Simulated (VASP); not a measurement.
# Ru (P6_3/mmc) in VASP: single point with LDA

Aim: the single point of Ru with LDA.

Everything below comes from runs of VASP 6.6.1. Logs are shortened: lines on timing, memory, paths and dates and some standing lists are left out, and cuts for length are marked.

## 1. The cell of the first run

It takes space group P6_3/mmc (No. 194, hexagonal). Conventional cell: a = 2.674 Å, b = 2.674 Å, c = 4.227 Å, α = 90.00°, β = 90.00°, γ = 120.00°. Ru (site symmetry -6m2) has 12 Ru at 2.62 to 2.67 Å within 3.5 Å.

## 2. Single point, LDA

File INCAR:

```
PREC = Accurate
ENCUT = 560
EDIFF = 1E-6
ISMEAR = 0
SIGMA = 0.1
LREAL = False
LASPH = True
NELM = 120
ALGO = Normal
ISIF = 2
LWAVE = False
LCHARG = True
GGA = CA
LELF = True
LVHAR = True
NBANDS = 23
GGA_COMPAT = False
```

File KPOINTS:

```
Automatic mesh
0
Gamma
  18 18 10
```

File POSCAR:

```
Ru
1.0
    2.6740711064      0.0000000000      0.0000000000
   -1.3370355532      2.3158135097      0.0000000000
    0.0000000000      0.0000000000      4.2267519247
Ru
2
Direct
    0.3333333333      0.6666666667      0.2500000000
    0.6666666667      0.3333333333      0.7500000000
```

Potentials or basis: VASP PAW LDA potentials, release 64 (Ru_sv).

Started as:

```
$ cat potpaw_LDA.64/Ru_sv/POTCAR > POTCAR
$ mpirun -np 1 vasp_std > vasp.out
```

OUTCAR:

```text
PREC = Accurate
   ENCUT = 560
   EDIFF = 1E-6
   ISMEAR = 0
   LREAL = False
   LASPH = True
   NELM = 120
   ISIF = 2
   GGA = CA

 ion  position               nearest neighbor table
   1  0.333  0.667  0.250-   2 2.62   2 2.62   2 2.62   2 2.62   2 2.62   2 2.62
   2  0.667  0.333  0.750-   1 2.62   1 2.62   1 2.62   1 2.62   1 2.62   1 2.62

  LATTYP: Found a hexagonal cell.
 ALAT       =     2.6740711064
 C/A-ratio  =     1.5806430557

  Lattice vectors:

 A1 = (   2.6740711064,   0.0000000000,   0.0000000000)
 A2 = (  -1.3370355532,   2.3158135097,   0.0000000000)
 A3 = (   0.0000000000,   0.0000000000,   4.2267519247)

Analysis of symmetry for initial positions (statically):
=====================================================================
 Subroutine PRICEL returns:
 Original cell was already a primitive cell.

 Routine SETGRP: Setting up the symmetry group for a
 hexagonal supercell.

 Subroutine GETGRP returns: Found 24 space group operations
 (whereof 12 operations were pure point group operations)
 out of a pool of 24 trial point group operations.

The static configuration has the point symmetry D_3d.
 The point group associated with its full space group is D_6h.

Analysis of symmetry for dynamics (positions and initial velocities):
=====================================================================
 Subroutine PRICEL returns:
 Original cell was already a primitive cell.

 Routine SETGRP: Setting up the symmetry group for a
 hexagonal supercell.

 Subroutine GETGRP returns: Found 24 space group operations
 (whereof 12 operations were pure point group operations)
 out of a pool of 24 trial point group operations.

The dynamic configuration has the point symmetry D_3d.
 The point group associated with its full space group is D_6h.

 Subroutine INISYM returns: Found 24 space group operations
 (whereof 12 operations are pure point group operations),
 and found     1 'primitive' translations

----------------------------------------------------------------------------------------

                                     Primitive cell

  volume of cell :      26.1748

  direct lattice vectors                    reciprocal lattice vectors
     2.674071106  0.000000000  0.000000000     0.373961634  0.215906850  0.000000000
    -1.337035553  2.315813510  0.000000000     0.000000000  0.431813700  0.000000000
     0.000000000  0.000000000  4.226751925     0.000000000  0.000000000  0.236588288

  length of vectors
     2.674071106  2.674071106  4.226751925     0.431813700  0.431813700  0.236588288

  position of ions in fractional coordinates (direct lattice)
     0.333333333  0.666666667  0.250000000
     0.666666667  0.333333333  0.750000000

  ion indices of the primitive-cell ions
   primitive index   ion index
                 1           1
                 2           2

----------------------------------------------------------------------------------------

 KPOINTS: Automatic mesh

Automatic generation of k-mesh.
 Grid dimensions read from file:
 generate k-points for:   18   18   10

 Generating k-lattice:

  Cartesian coordinates                     Fractional coordinates (reciprocal lattice)
     0.020775646  0.011994825  0.000000000     0.055555556  0.000000000  0.000000000
     0.000000000  0.023989650  0.000000000     0.000000000  0.055555556  0.000000000
     0.000000000  0.000000000  0.023658829     0.000000000  0.000000000  0.100000000

  Length of vectors
     0.023989650  0.023989650  0.023658829

  Shift w.r.t. Gamma in fractional coordinates (k-lattice)
     0.000000000  0.000000000  0.000000000

 Subroutine IBZKPT returns following result:
 ===========================================

 Found    222 irreducible k-points:

 Following reciprocal coordinates:
            Coordinates               Weight
  0.000000  0.000000  0.000000      1.000000
  0.055556 -0.000000  0.000000      6.000000
  0.111111 -0.000000  0.000000      6.000000
  0.166667 -0.000000  0.000000      6.000000
  0.222222 -0.000000  0.000000      6.000000
  0.277778 -0.000000  0.000000      6.000000
[... 16 lines left out ...]
  0.333333  0.111111  0.000000     12.000000
  0.388889  0.111111  0.000000     12.000000
 [... further k-points ...]
   k-points           NKPTS =    222   k-points in BZ     NKDIM =    222   number of bands    NBANDS=     23
   number of dos      NEDOS =    301   number of ions     NIONS =      2
   total plane-waves  NPLWV =  20736
   dimension x,y,z NGX =    24 NGY =   24 NGZ =   36
   dimension x,y,z NGXF=    48 NGYF=   48 NGZF=   72
   ions per type =               2
   NGX,Y,Z   is equivalent  to a cutoff of  14.92, 14.92, 14.16 a.u.
   NGXF,Y,Z  is equivalent  to a cutoff of  29.84, 29.84, 28.32 a.u.
 SYSTEM =  unknown system
   PREC   = accura    normal or accurate (medium, high low for compatibility)
   ISTART =      0    job   : 0-new  1-cont  2-samecut
   ICHARG =      2    charge: 1-file 2-atom 10-const
   ISPIN  =      1    spin polarized calculation?
   LNONCOLLINEAR =      F non collinear calculations
   LSORBIT =      F    spin-orbit coupling
   LASPH  =      T    aspherical Exc in radial PAW
   ENCUT  =  560.0 eV  41.16 Ry    6.42 a.u.   5.16  5.16  8.16*2*pi/ulx,y,z
   NELM   =    120;   NELMIN=  2; NELMDL= -5     # of ELM steps
   EDIFF  = 0.1E-05   stopping-criterion for ELM
   LREAL  =      F    real-space projection
   EDIFFG = 0.1E-04   stopping-criterion for IOM
   NSW    =      0    number of steps for IOM
   IBRION =     -1    ionic relax: 0-MD 1-quasi-New 2-CG
   NFREE  =      0    steps in history (QN), initial steepest desc. (CG)
   ISIF   =      2    stress and relaxation
   ISYM   =      2    0-nonsym 1-usesym 2-fastsym
   POTIM  = 0.5000    time-step for ionic-motion
   TEBEG  =    0.0;   TEEND  =   0.0 temperature during run
   PSTRESS=    0.0 pullay stress
   NELECT =      32.0000    total number of electrons
   NUPDOWN=      -1.0000    fix difference up-down
   EMIN   =  10.00;   EMAX   =-10.00  energy-range for DOS
   EFERMI =   0.00;   METHOD = LEGACY
   ISMEAR =     0;   SIGMA  =   0.10  broadening in eV -4-tet -1-fermi 0-gaus
   EFERMI_NEDOS =   21; number of points for ismear=-14 and -15
   IALGO  =     38    algorithm
   IMIX   =      4    mixing-type and parameters
     AMIX     =   0.40;   BMIX     =  1.00
     AMIX_MAG =   1.60;   BMIX_MAG =  1.00
  volume/ion in A,a.u.               =      13.09        88.32
  Fermi-wavevector in a.u.,A,eV,Ry     =   1.750506  3.307978 41.691965  3.064273
  Thomas-Fermi vector in A             =   2.821212
   LORBIT       =      0    0 simple, 1 ext, 2 COOP (PROOUT), +10 PAW based schemes
   GGA     = CA    functional components
   LHFCALC =     F    Hartree Fock is set to
   AEXX    =    0.0000 exact exchange contribution
   IVDW    =     0    specifies the selected vdW correction
   LEPSILON=     F    determine dielectric tensor
   LRPA    =     F    only Hartree local field effects (RPA)
 non-spin polarized calculation
 Gauss-broadening in eV      SIGMA  =   0.10
  energy-cutoff  :      560.00
  volume of cell :       26.17
 maximum number of plane-waves:       808
 NGX is ok and might be reduce to    24
   NGX = 11   NGY = 11   NGZ = 17

 number of electron      32.0000002 magnetization

 Free energy of the ion-electron system (eV)
  ---------------------------------------------------
  ext. energy  EPLUGINS =         0.00000000
  ---------------------------------------------------
  free energy    TOTEN  =       -21.40340750 eV

  energy without entropy =      -21.39483293  energy(sigma->0) =      -21.39912022

 E-fermi :  15.7113     XC(G=0): -14.7441

 val. band max:       15.7091967508   @ k =   0.1667   0.1111   0.3000
 cond. band min:      15.7292036463   @ k =   0.4444   0.1111   0.5000
 fundamental gap:      0.0200068955
 Fermi energy:        15.7112933145

 k-point     1 :       0.0000    0.0000    0.0000
  band No.  band energies     occupation
      1     -57.0941      2.00000
      2     -56.8488      2.00000
      3     -27.8827      2.00000
      4     -26.8093      2.00000
      5     -26.8093      2.00000
      6     -26.6145      2.00000
[... 15 lines left out ...]
     22      30.6002      0.00000
     23      33.1470      0.00000

 k-point     2 :       0.0556   -0.0000    0.0000
  band No.  band energies     occupation
      1     -57.0887      2.00000
      2     -56.8467      2.00000
      3     -27.8706      2.00000
      4     -26.8354      2.00000
      5     -26.8182      2.00000
      6     -26.6416      2.00000
[... 15 lines left out ...]
     22      30.8181      0.00000
     23      33.2884      0.00000

 k-point     3 :       0.1111   -0.0000    0.0000
  band No.  band energies     occupation
      1     -57.0730      2.00000
      2     -56.8408      2.00000
      3     -27.8349      2.00000
      4     -26.9102      2.00000
      5     -26.8431      2.00000
      6     -26.7186      2.00000
[... 15 lines left out ...]
     22      31.3868      0.00000
     23      33.6584      0.00000

 k-point     4 :       0.1667   -0.0000    0.0000
  band No.  band energies     occupation
      1     -57.0486      2.00000
      2     -56.8321      2.00000
      3     -27.7780      2.00000
      4     -27.0248      2.00000
      5     -26.8803      2.00000
      6     -26.8345      2.00000
[... 15 lines left out ...]
     22      31.8622      0.00000
     23      33.8807      0.00000

 k-point     5 :       0.2222   -0.0000    0.0000
  band No.  band energies     occupation
      1     -57.0176      2.00000
      2     -56.8222      2.00000
      3     -27.7032      2.00000
      4     -27.1653      2.00000
      5     -26.9733      2.00000
      6     -26.9245      2.00000
[... 434 lines left out ...]
 k-point    22 :       0.2778    0.1111    0.0000
  band No.  band energies     occupation
      1     -56.9387      2.00000
      2     -56.8055      2.00000
      3     -27.4943      2.00000
      4     -27.4389      2.00000
      5     -27.2837      2.00000
      6     -27.0285      2.00000
[... 15 lines left out ...]
     22      27.4806      0.00000
     23      29.7782      0.00000

 k-point    23 :       0.3333    0.1111    0.0000
  band No.  band energies     occupation
      1     -56.9086      2.00000
      2     -56.8039      2.00000
      3     -27.5455      2.00000
      4     -27.4041      2.00000
      5     -27.3555      2.00000
      6     -27.0826      2.00000
[... 15 lines left out ...]
     22      27.2756      0.00000
     23      28.7028      0.00000

 k-point    24 :       0.3889    0.1111    0.0000
  band No.  band energies     occupation
      1     -56.8863      2.00000
      2     -56.8055      2.00000
      3     -27.6148      2.00000
      4     -27.4024      2.00000
      5     -27.3310      2.00000
      6     -27.1172      2.00000
[... 15 lines left out ...]
     22      27.9302      0.00000
     23      28.2249      0.00000

 [... further k-points ...]

------------------------ aborting loop because EDIFF is reached ----------------------------------------

  FORCE on cell =-STRESS in cart. coord.  units (eV):
  Direction    XX          YY          ZZ          XY          YZ          ZX
  --------------------------------------------------------------------------------------
  -------------------------------------------------------------------------------------
  Total        0.0774674      0.0774674      0.0748547      0.0000000      0.0000000     -0.0000000
  in kB        4.7418339      4.7418339      4.5819084      0.0000000      0.0000000     -0.0000000
  external PRESSURE =       4.6885254 kB  Pullay stress =       0.0000000 kB

 VOLUME and BASIS-vectors are now :
 -----------------------------------------------------------------------------
  energy-cutoff  :      560.00
  volume of cell :       26.17
      direct lattice vectors                 reciprocal lattice vectors
     2.674071106  0.000000000  0.000000000     0.373961634  0.215906850  0.000000000
    -1.337035553  2.315813510  0.000000000     0.000000000  0.431813700  0.000000000
     0.000000000  0.000000000  4.226751925     0.000000000  0.000000000  0.236588288

 POSITION                                       TOTAL-FORCE (eV/Angst)
 -----------------------------------------------------------------------------------
     -0.00000      1.54388      1.05669        -0.000000     -0.000000      0.000000
      1.33704      0.77194      3.17006         0.000000      0.000000      0.000000
 -----------------------------------------------------------------------------------
    total drift:                               -0.000000      0.000000     -0.000000

  FREE ENERGIE OF THE ION-ELECTRON SYSTEM (eV)
  ---------------------------------------------------
  free  energy   TOTEN  =       -21.4034075012 eV

  energy  without entropy=      -21.3948329344  energy(sigma->0) =      -21.39912022
```

Run time: 74 s. Hardware: 1 thread of Intel Xeon Platinum 8259CL at 2.50GHz (Skylake/Cascade Lake), shared host; peak memory 0.23 GiB.

Results:

* Free energy: -21.4034 eV
* Pressure: 0.5 GPa
* Band gap on the k mesh: zero (bands 16 and 17 overlap by 3.32 eV)

Levels at points of the mesh, in eV from the Fermi level:
```tsv
k point	band 13	band 14	band 15	band 16	band 17	band 18	band 19	band 20
(0.00, 0.00, 0.00)	-2.56	-2.03	-2.03	-1.48	-1.48	1.27	1.27	1.36
(0.50, 0.00, 0.00)	-2.17	-1.85	-1.59	1.54	1.99	2.07	4.29	6.39
(0.00, 0.00, 0.50)	-2.93	-2.93	-2.83	-2.83	0.60	0.60	0.60	0.60
(0.50, 0.00, 0.50)	-1.12	-1.12	0.48	0.48	1.81	1.81	3.55	3.55
```

The gap in the log of VASP goes by the Fermi energy; the results here count the filled bands.